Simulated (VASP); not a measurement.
# Si (I4_1/amd) in VASP: notebook

Si is run at these levels: PBE, r2SCAN; tasks: single point.

Everything below comes from runs of VASP 6.6.1. Logs are shortened: lines on timing, memory, paths and dates and some standing lists are left out, and cuts for length are marked.

## 1. The cell of the first run

It takes space group I4_1/amd (No. 141, tetragonal). Conventional cell: a = 3.971 Å, b = 3.971 Å, c = 5.318 Å, α = 90.00°, β = 90.00°, γ = 90.00°. Si (site symmetry -4m2) has 4 Si at 2.39 Å within 3.2 Å.

## 2. Single point, PBE (epitaxial xy strain +3.1%)

File INCAR:

```
SYSTEM = Si
PREC     = Accurate       ! precision mode
ENCUT    = 520            ! plane-wave cutoff, eV
EDIFF    = 1E-7           ! SCF threshold, eV
ISMEAR   = -1             ! smearing method
SIGMA    = 0.02           ! smearing width, eV
LREAL    = .FALSE.        ! projectors in reciprocal space
LASPH    = .TRUE.         ! aspherical terms in the spheres
NELM     = 60             ! most SCF steps
ALGO     = Normal         ! electronic algorithm
ISIF     = 2              ! what is computed and relaxed
LWAVE    = .FALSE.        ! write WAVECAR
LCHARG   = .TRUE.         ! write CHGCAR
GGA      = PE             ! functional
LELF     = .TRUE.         ! ELF
LVHAR    = .TRUE.       
NBANDS   = 11             ! bands
```

File KPOINTS:

```
regular mesh
0
G
  8 8 8
  0 0 0
```

File POSCAR:

```
Si
1.0
    0.0000000000      2.8075942978      2.6590494278
    2.8075942978      0.0000000000      2.6590494278
    2.8075942978      2.8075942978      0.0000000000
Si
2
Direct
    0.2500000000      0.2500000000      0.2500000000
    0.0000000000      0.0000000000      0.0000000000
```

Potentials or basis: VASP PAW PBE potentials, release 64 (Si).

Launch:

```
cat potpaw_PBE.64/Si/POTCAR > POTCAR
mpirun -np 1 vasp_std > vasp.out
```

OUTCAR:

```text
SYSTEM = Si
   PREC = Accurate
   ENCUT = 520
   EDIFF = 1E-7
   ISMEAR = -1
   LREAL = .FALSE.
   LASPH = .TRUE.
   NELM = 60
   ISIF = 2
   GGA = PE

 ion  position               nearest neighbor table
   1  0.250  0.250  0.250-   2 2.39   2 2.39   2 2.39   2 2.39
   2  0.000  0.000  0.000-   1 2.39   1 2.39   1 2.39   1 2.39

  LATTYP: Found a body centered tetragonal cell.
 ALAT       =     3.9705379336
 C/A-ratio  =     1.3393900133

  Lattice vectors:

 A1 = (   0.0000000000,  -2.8075942978,  -2.6590494278)
 A2 = (   0.0000000000,   2.8075942978,  -2.6590494278)
 A3 = (   2.8075942978,   0.0000000000,   2.6590494278)

Analysis of symmetry for initial positions (statically):
=====================================================================
 Subroutine PRICEL returns:
 Original cell was already a primitive cell.

 Routine SETGRP: Setting up the symmetry group for a
 body centered tetragonal supercell.

 Subroutine GETGRP returns: Found 16 space group operations
 (whereof  8 operations were pure point group operations)
 out of a pool of 16 trial point group operations.

The static configuration has the point symmetry D_2d.
 The point group associated with its full space group is D_4h.

Analysis of symmetry for dynamics (positions and initial velocities):
=====================================================================
 Subroutine PRICEL returns:
 Original cell was already a primitive cell.

 Routine SETGRP: Setting up the symmetry group for a
 body centered tetragonal supercell.

 Subroutine GETGRP returns: Found 16 space group operations
 (whereof  8 operations were pure point group operations)
 out of a pool of 16 trial point group operations.

The dynamic configuration has the point symmetry D_2d.
 The point group associated with its full space group is D_4h.

 Subroutine INISYM returns: Found 16 space group operations
 (whereof  8 operations are pure point group operations),
 and found     1 'primitive' translations

----------------------------------------------------------------------------------------

                                     Primitive cell

  volume of cell :      41.9204

  direct lattice vectors                    reciprocal lattice vectors
     0.000000000  2.807594298  2.659049428    -0.178088408  0.178088408  0.188037121
     2.807594298  0.000000000  2.659049428     0.178088408 -0.178088408  0.188037121
     2.807594298  2.807594298  0.000000000     0.178088408  0.178088408 -0.188037121

  length of vectors
     3.866927669  3.866927669  3.970537934     0.314307050  0.314307050  0.314307050

  position of ions in fractional coordinates (direct lattice)
     0.250000000  0.250000000  0.250000000
     0.000000000  0.000000000  0.000000000

  ion indices of the primitive-cell ions
   primitive index   ion index
                 1           1
                 2           2

----------------------------------------------------------------------------------------

 KPOINTS: regular mesh

Automatic generation of k-mesh.
 Grid dimensions read from file:
 generate k-points for:    8    8    8

 Generating k-lattice:

  Cartesian coordinates                     Fractional coordinates (reciprocal lattice)
    -0.022261051  0.022261051  0.023504640     0.125000000  0.000000000  0.000000000
     0.022261051 -0.022261051  0.023504640     0.000000000  0.125000000  0.000000000
     0.022261051  0.022261051 -0.023504640    -0.000000000 -0.000000000  0.125000000

  Length of vectors
     0.039288381  0.039288381  0.039288381

  Shift w.r.t. Gamma in fractional coordinates (k-lattice)
     0.000000000  0.000000000  0.000000000

 Subroutine IBZKPT returns following result:
 ===========================================

 Found     59 irreducible k-points:

 Following reciprocal coordinates:
            Coordinates               Weight
  0.000000  0.000000  0.000000      1.000000
  0.125000  0.000000  0.000000      8.000000
  0.250000  0.000000  0.000000      8.000000
  0.375000  0.000000  0.000000      8.000000
  0.500000  0.000000  0.000000      4.000000
  0.125000  0.125000  0.000000      2.000000
[... 16 lines left out ...]
  0.250000  0.000000  0.125000     16.000000
  0.375000  0.000000  0.125000     16.000000
 [... further k-points ...]
   k-points           NKPTS =     59   k-points in BZ     NKDIM =     59   number of bands    NBANDS=     11
   number of dos      NEDOS =    301   number of ions     NIONS =      2
   total plane-waves  NPLWV =  27000
   dimension x,y,z NGX =    30 NGY =   30 NGZ =   30
   dimension x,y,z NGXF=    60 NGYF=   60 NGZF=   60
   ions per type =               2
   NGX,Y,Z   is equivalent  to a cutoff of  12.90, 12.90, 12.56 a.u.
   NGXF,Y,Z  is equivalent  to a cutoff of  25.80, 25.80, 25.12 a.u.
 SYSTEM =  Si
   PREC   = accura    normal or accurate (medium, high low for compatibility)
   ISTART =      0    job   : 0-new  1-cont  2-samecut
   ICHARG =      2    charge: 1-file 2-atom 10-const
   ISPIN  =      1    spin polarized calculation?
   LNONCOLLINEAR =      F non collinear calculations
   LSORBIT =      F    spin-orbit coupling
   LASPH  =      T    aspherical Exc in radial PAW
   ENCUT  =  520.0 eV  38.22 Ry    6.18 a.u.   7.19  7.19  7.38*2*pi/ulx,y,z
   NELM   =     60;   NELMIN=  2; NELMDL= -5     # of ELM steps
   EDIFF  = 0.1E-06   stopping-criterion for ELM
   LREAL  =      F    real-space projection
   EDIFFG = 0.1E-05   stopping-criterion for IOM
   NSW    =      0    number of steps for IOM
   IBRION =     -1    ionic relax: 0-MD 1-quasi-New 2-CG
   NFREE  =      0    steps in history (QN), initial steepest desc. (CG)
   ISIF   =      2    stress and relaxation
   ISYM   =      2    0-nonsym 1-usesym 2-fastsym
   POTIM  = 0.5000    time-step for ionic-motion
   TEBEG  =    0.0;   TEEND  =   0.0 temperature during run
   PSTRESS=    0.0 pullay stress
   NELECT =       8.0000    total number of electrons
   NUPDOWN=      -1.0000    fix difference up-down
   EMIN   =  10.00;   EMAX   =-10.00  energy-range for DOS
   EFERMI =   0.00;   METHOD = LEGACY
   ISMEAR =    -1;   SIGMA  =   0.02  broadening in eV -4-tet -1-fermi 0-gaus
   EFERMI_NEDOS =   21; number of points for ismear=-14 and -15
   IALGO  =     38    algorithm
   IMIX   =      4    mixing-type and parameters
     AMIX     =   0.40;   BMIX     =  1.00
     AMIX_MAG =   1.60;   BMIX_MAG =  1.00
  volume/ion in A,a.u.               =      20.96       141.45
  Fermi-wavevector in a.u.,A,eV,Ry     =   0.942533  1.781129 12.086981  0.888368
  Thomas-Fermi vector in A             =   2.070151
   LORBIT       =      0    0 simple, 1 ext, 2 COOP (PROOUT), +10 PAW based schemes
   GGA     = PE    functional components
   LHFCALC =     F    Hartree Fock is set to
   AEXX    =    0.0000 exact exchange contribution
   IVDW    =     0    specifies the selected vdW correction
   LEPSILON=     F    determine dielectric tensor
   LRPA    =     F    only Hartree local field effects (RPA)
 non-spin polarized calculation
  energy-cutoff  :      520.00
  volume of cell :       41.92
 maximum number of plane-waves:      1154
 NGX is ok and might be reduce to    30
   NGX = 15   NGY = 15   NGZ = 15

 number of electron       8.0000000 magnetization

 Free energy of the ion-electron system (eV)
  ---------------------------------------------------
  ext. energy  EPLUGINS =         0.00000000
  ---------------------------------------------------
  free energy    TOTEN  =       -10.81585150 eV

  energy without entropy =      -10.81581862  energy(sigma->0) =      -10.81583506

 E-fermi :   5.6733     XC(G=0):  -9.2332

 val. band max:        5.6136274190   @ k =   0.0000   0.0000   0.0000
 cond. band min:       5.7472830047   @ k =   0.3750   0.3750   0.0000
 fundamental gap:      0.1336555858
 Fermi energy:         5.6732688354

 k-point     1 :       0.0000    0.0000    0.0000
  band No.  band energies     occupation
      1      -6.2713      2.00000
      2       5.2614      2.00000
      3       5.2614      2.00000
      4       5.6136      1.90352
      5       7.7973      0.00000
      6       8.0042      0.00000
      7       8.0042      0.00000
      8       8.1951      0.00000
      9      12.6074      0.00000
     10      13.1589      0.00000
     11      13.5016      0.00000

 k-point     2 :       0.1250    0.0000    0.0000
  band No.  band energies     occupation
      1      -6.0749      2.00000
      2       3.7836      2.00000
      3       4.9644      2.00000
      4       5.2512      2.00000
      5       7.6972      0.00000
      6       8.3079      0.00000
      7       8.3900      0.00000
      8       9.6869      0.00000
      9      12.2513      0.00000
     10      12.9309      0.00000
     11      13.9283      0.00000

 k-point     3 :       0.2500    0.0000    0.0000
  band No.  band energies     occupation
      1      -5.5027      2.00000
      2       1.5342      2.00000
      3       4.4660      2.00000
      4       4.8339      2.00000
      5       7.1926      0.00000
      6       8.7815      0.00000
      7       8.9364      0.00000
      8      11.8782      0.00000
      9      12.4635      0.00000
     10      12.6696      0.00000
     11      14.3196      0.00000

 k-point     4 :       0.3750    0.0000    0.0000
  band No.  band energies     occupation
      1      -4.6490      2.00000
      2      -0.4081      2.00000
      3       4.1097      2.00000
      4       4.5517      2.00000
      5       6.8075      0.00000
      6       8.6583      0.00000
      7       9.0750      0.00000
      8      13.1812      0.00000
      9      13.6103      0.00000
     10      14.0202      0.00000
     11      14.8203      0.00000
[... 239 lines left out ...]
 k-point    22 :       0.1250    0.0000    0.1250
  band No.  band energies     occupation
      1      -6.0168      2.00000
      2       3.8923      2.00000
      3       4.5777      2.00000
      4       4.8041      2.00000
      5       7.5056      0.00000
      6       8.7741      0.00000
      7       9.1787      0.00000
      8       9.3367      0.00000
      9      11.5506      0.00000
     10      13.5266      0.00000
     11      14.1566      0.00000

 k-point    23 :       0.2500    0.0000    0.1250
  band No.  band energies     occupation
      1      -5.5738      2.00000
      2       2.1691      2.00000
      3       4.0623      2.00000
      4       4.2941      2.00000
      5       7.6390      0.00000
      6       8.7992      0.00000
      7       9.7915      0.00000
      8      10.0406      0.00000
      9      12.3791      0.00000
     10      13.5987      0.00000
     11      15.2138      0.00000

 k-point    24 :       0.3750    0.0000    0.1250
  band No.  band energies     occupation
      1      -4.7984      2.00000
      2       0.2236      2.00000
      3       3.4652      2.00000
      4       4.0085      2.00000
      5       7.6509      0.00000
      6       8.7288      0.00000
      7       9.9298      0.00000
      8      10.9164      0.00000
      9      14.2765      0.00000
     10      14.5649      0.00000
     11      15.1254      0.00000

 [... further k-points ...]
[... 5 lines left out ...]
  --------------------------------------------------------------------------------------
  -------------------------------------------------------------------------------------
  Total       -0.9865291     -0.9865291      0.2608492      0.0000000      0.0000000      0.0000000
  in kB      -37.7046897    -37.7046897      9.9695378      0.0000000      0.0000000      0.0000000
  external PRESSURE =     -21.8132805 kB  Pullay stress =       0.0000000 kB

 VOLUME and BASIS-vectors are now :
 -----------------------------------------------------------------------------
  energy-cutoff  :      520.00
  volume of cell :       41.92
      direct lattice vectors                 reciprocal lattice vectors
     0.000000000  2.807594298  2.659049428    -0.178088408  0.178088408  0.188037121
     2.807594298  0.000000000  2.659049428     0.178088408 -0.178088408  0.188037121
     2.807594298  2.807594298  0.000000000     0.178088408  0.178088408 -0.188037121

 POSITION                                       TOTAL-FORCE (eV/Angst)
 -----------------------------------------------------------------------------------
      1.40380      1.40380      1.32952         0.000000      0.000000     -0.000000
      0.00000      0.00000      0.00000        -0.000000     -0.000000      0.000000
 -----------------------------------------------------------------------------------
    total drift:                               -0.000000     -0.000000     -0.000000

  FREE ENERGIE OF THE ION-ELECTRON SYSTEM (eV)
  ---------------------------------------------------
  free  energy   TOTEN  =       -10.8158515023 eV

  energy  without entropy=      -10.8158186242  energy(sigma->0) =      -10.81583506
```

Run time: 16 s. Hardware: 1 thread of Intel Xeon 6975P-C (Granite Rapids), shared host; peak memory 0.16 GiB.

What came out:

```yaml
Free_energy: -10.8159 eV
Pressure: -2.2 GPa
Band_gap_on_the_k_mesh: 0.13 eV, indirect (least direct gap 2.18 eV)
```

Stress tensor (GPa, compression positive):
```
-3.77  0.00  0.00
 0.00 -3.77  0.00
 0.00  0.00  1.00
```

Caveat: the cell differs from its parent crystal (epitaxial xy strain +3.1%). A k mesh can miss the band edges.

## 3. Single point, r2SCAN (epitaxial xy strain +3.1%)

POSCAR is that of step 2.

File INCAR.step1:

```
SYSTEM = Si
PREC = Accurate ; ENCUT = 520
ISMEAR = -1 ; SIGMA = 0.02
LREAL = .FALSE. ; LASPH = .TRUE.
NELM = 100 ; NBANDS = 11
GGA = PE ; ALGO = Normal
EDIFF = 1E-4 ; LWAVE = .TRUE.
LCHARG = .FALSE.
```

File INCAR.step2:

```
SYSTEM = Si
PREC = Accurate ; ENCUT = 520
EDIFF = 1E-7 ; ISMEAR = -1
SIGMA = 0.02 ; LREAL = .FALSE.
LASPH = .TRUE. ; NELM = 100
ALGO = Normal ; ISIF = 2
LWAVE = .FALSE. ; LCHARG = .FALSE.
METAGGA = R2SCAN ; LMIXTAU = .TRUE.
NBANDS = 11 ; ISTART = 1
```

File KPOINTS:

```
Automatic mesh
0
G
  8 8 8
  0 0 0
```

Potentials or basis: VASP PAW PBE potentials, release 64 (Si).

Launch:

```
cat potpaw_PBE.64/Si/POTCAR > POTCAR
cp INCAR.step1 INCAR
mpirun -np 1 vasp_std > vasp.out
cp INCAR.step2 INCAR
mpirun -np 1 vasp_std > vasp.out
```

OUTCAR:

```text
SYSTEM = Si
   PREC = Accurate
   ENCUT = 520
   EDIFF = 1E-7
   ISMEAR = -1
   LREAL = .FALSE.
   LASPH = .TRUE.
   NELM = 100
   ISIF = 2
   METAGGA = R2SCAN
   ISTART = 1

 ion  position               nearest neighbor table
   1  0.250  0.250  0.250-   2 2.39   2 2.39   2 2.39   2 2.39
   2  0.000  0.000  0.000-   1 2.39   1 2.39   1 2.39   1 2.39

  LATTYP: Found a body centered tetragonal cell.
 ALAT       =     3.9705379336
 C/A-ratio  =     1.3393900133

  Lattice vectors:

 A1 = (   0.0000000000,  -2.8075942978,  -2.6590494278)
 A2 = (   0.0000000000,   2.8075942978,  -2.6590494278)
 A3 = (   2.8075942978,   0.0000000000,   2.6590494278)

Analysis of symmetry for initial positions (statically):
=====================================================================
 Subroutine PRICEL returns:
 Original cell was already a primitive cell.

 Routine SETGRP: Setting up the symmetry group for a
 body centered tetragonal supercell.

 Subroutine GETGRP returns: Found 16 space group operations
 (whereof  8 operations were pure point group operations)
 out of a pool of 16 trial point group operations.

[... 167 lines left out ...]
 cond. band min:       5.8300474860   @ k =   0.3750   0.3750   0.0000
 fundamental gap:      0.2915656650
 Fermi energy:         5.6773261219

 k-point     1 :       0.0000    0.0000    0.0000
  band No.  band energies     occupation
      1      -6.9200      2.00000
      2       5.1622      2.00000
      3       5.1622      2.00000
      4       5.5385      1.99807
      5       7.8821      0.00000
      6       8.1115      0.00000
      7       8.1115      0.00000
      8       8.6783      0.00000
      9      12.9047      0.00000
     10      13.7812      0.00000
     11      13.8384      0.00000
[... 309 lines left out ...]
 k-point    24 :       0.3750    0.0000    0.1250
  band No.  band energies     occupation
      1      -5.3683      2.00000
      2      -0.0745      2.00000
      3       3.2970      2.00000
      4       3.8396      2.00000
      5       7.8445      0.00000
      6       8.9338      0.00000
      7      10.1609      0.00000
      8      11.2417      0.00000
      9      14.7690      0.00000
     10      15.1158      0.00000
     11      15.7301      0.00000

 [... further k-points ...]
[... 5 lines left out ...]
  --------------------------------------------------------------------------------------
  -------------------------------------------------------------------------------------
  Total       -1.4357006     -1.4357006     -0.0518721      0.0000000      0.0000000      0.0000000
  in kB      -54.8718187    -54.8718187     -1.9825272      0.0000000      0.0000000      0.0000000
  external PRESSURE =     -37.2420549 kB  Pullay stress =       0.0000000 kB

 VOLUME and BASIS-vectors are now :
 -----------------------------------------------------------------------------
  energy-cutoff  :      520.00
  volume of cell :       41.92
      direct lattice vectors                 reciprocal lattice vectors
     0.000000000  2.807594298  2.659049428    -0.178088408  0.178088408  0.188037121
     2.807594298  0.000000000  2.659049428     0.178088408 -0.178088408  0.188037121
     2.807594298  2.807594298  0.000000000     0.178088408  0.178088408 -0.188037121

 POSITION                                       TOTAL-FORCE (eV/Angst)
 -----------------------------------------------------------------------------------
      1.40380      1.40380      1.32952        -0.000000      0.000000     -0.000000
      0.00000      0.00000      0.00000         0.000000     -0.000000      0.000000
 -----------------------------------------------------------------------------------
    total drift:                               -0.000000     -0.000000     -0.000000

  FREE ENERGIE OF THE ION-ELECTRON SYSTEM (eV)
  ---------------------------------------------------
  free  energy   TOTEN  =       -17.5016364921 eV

  energy  without entropy=      -17.5016352418  energy(sigma->0) =      -17.50163587
```

OUTCAR.step1:

```text
SYSTEM = Si
   PREC = Accurate
   ENCUT = 520
   ISMEAR = -1
   LREAL = .FALSE.
   LASPH = .TRUE.
[... 560 lines left out ...]
      1.40380      1.40380      1.32952         0.000000      0.000000      0.000000
      0.00000      0.00000      0.00000        -0.000000     -0.000000     -0.000000
 -----------------------------------------------------------------------------------
    total drift:                               -0.000000     -0.000000     -0.000000

  FREE ENERGIE OF THE ION-ELECTRON SYSTEM (eV)
  ---------------------------------------------------
  free  energy   TOTEN  =       -10.8158504932 eV

  energy  without entropy=      -10.8158172014  energy(sigma->0) =      -10.81583385
```

Wall time 63 s (1 thread of Intel Xeon 6975P-C (Granite Rapids), shared host); peak memory 0.17 GiB.

What came out:

```
Free energy            : -17.5016 eV
Pressure               : -3.7 GPa
Band gap on the k mesh : 0.29 eV, indirect (least direct gap 2.34 eV)
```

Stress tensor (GPa, compression positive):
```
-5.49  0.00  0.00
 0.00 -5.49  0.00
 0.00  0.00 -0.20
```

Caveat: the cell differs from its parent crystal (epitaxial xy strain +3.1%); the PAW data sets were made with another functional, which shifts forces and pressure a little. A k mesh can miss the band edges.
